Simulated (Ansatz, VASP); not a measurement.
Two plane-wave programs on Si2W

The input INCAR:

```
  PREC = Accurate
  ENCUT = 520
  EDIFF = 1E-7
  ISMEAR = 0
  SIGMA = 0.15
  LREAL = False
  LASPH = True
  NELM = 80
  ALGO = Normal
  ISIF = 2
  LWAVE = False
  LCHARG = False
  NBANDS = 18
```

KPOINTS

```
Automatic mesh
0
Gamma
  20 20 20
```

POSCAR

```
Si2W
1.0
   -1.6361888210      1.6361888210      3.5358040421
    1.6361888210     -1.6361888210      3.5358040421
    1.6361888210      1.6361888210     -3.5358040421
Si W
2 1
Direct
    0.3346644983      0.3346644983      0.0000000000
    0.6653355017      0.6653355017      0.0000000000
    0.0000000000      0.0000000000      0.0000000000
```

Input for Ansatz:

```yaml
crystal:
  lattice:
    - [-1.636188821, 1.636188821, 3.5358040421]
    - [1.636188821, -1.636188821, 3.5358040421]
    - [1.636188821, 1.636188821, -3.5358040421]
  atoms:
    - { symbol: Si, position: [0.3346644983, 0.3346644983, 0.0] }
    - { symbol: Si, position: [0.6653355017, 0.6653355017, 0.0] }
    - { symbol: W, position: [0.0, 0.0, 0.0] }
basis:
  ecutwfc: 420
kpoints:
  mp_grid: { grid: [20, 20, 20] }
hamiltonian:
  xc: lda
  pseudopotentials: { kind: paw, azcp: { folder: soft_1 } }
scf:
  occupations: { method: gaussian, width: 0.15 }
output:
  forces: true
  stress: true
  eigenvalues: true
```

Alike in both runs: task single point; functional LDA; k mesh 20 × 20 × 20; occupations gaussian, width 0.15 eV; no spin polarisation.

```csv
,VASP,Ansatz
version,VASP 6.6.1,Ansatz 0.2.0
potentials or method,"VASP PAW LDA potentials, release 64 (Si, W_sv), cutoff 520 eV","scalar-relativistic, plane waves, PAW"
valence electrons in the cell,22,22
```

VASP gave:

- gap on the k mesh at the Fermi level (eV): none
- pressure (GPa): 19.5
- traceless stress, the component that is largest in VASP (GPa): 48.63
- rms of the force components (eV/Å): 0.068

Problem. Estimate Ansatz's values.

Solution. gap on the k mesh at the Fermi level (eV): none; pressure (GPa): 18.7; traceless stress, the component that is largest in VASP (GPa): 48.48; rms of the force components (eV/Å): 0.064.

Ansatz warns that its potentials were made for another functional, while VASP's fit it. LDA's correlation is that of Perdew and Zunger in VASP and of Perdew and Wang (1992) in Ansatz. Atom by atom the forces differ by 0.004 eV/Å (rms over components). A gap of «none» marks a metal or a gap that the smearing closes.

Spin-orbit coupling is off throughout.
